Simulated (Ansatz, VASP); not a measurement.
# BeS in VASP and in Ansatz

```
S Be
1.0
     0.00000    2.42500    2.42500
     2.42500    0.00000    2.42500
     2.42500    2.42500    0.00000
S Be
1 1
Direct
  0.75000 0.75000 0.75000
  0.00000 0.00000 0.00000
```

Alike in both runs: task relaxation of cell and atoms; functional PBEsol-based screened hybrid; k mesh 5 × 5 × 5; occupations fermi-dirac, width 0.05 eV; no spin polarisation.

|  | VASP | Ansatz |
| --- | --- | --- |
| version | VASP 6.6.1 | Ansatz 0.2.0 |
| potentials or method | VASP PAW PBE potentials, release 64 (S, Be) | Ansatz PAW |
| plane-wave cutoff (eV) | 600 | 420 |
| valence electrons in the cell | 8 | 8 |

```csv
,VASP,Ansatz,Ansatz less VASP
"gap on the k mesh at the Fermi level, each at its own relaxed structure (eV)",4.23,4.23,+0.007
relaxed volume (Å³/atom),14.09,14.09,+0.001
relaxed cell length with the largest relative difference (Å),3.416,3.416,+0.0001
```

VASP's potentials were made for PBE, not for PBEsol-based screened hybrid.

The k mesh is coarse, so the values compare programs but aren't converged. Noted on Ansatz's run: odd divisions of the mesh miss points on the zone boundary, where band edges often lie, so the gap on the mesh can be too wide; the plane-wave basis is chosen anew once the cell has moved, so the energies of steps on either side of that aren't comparable.
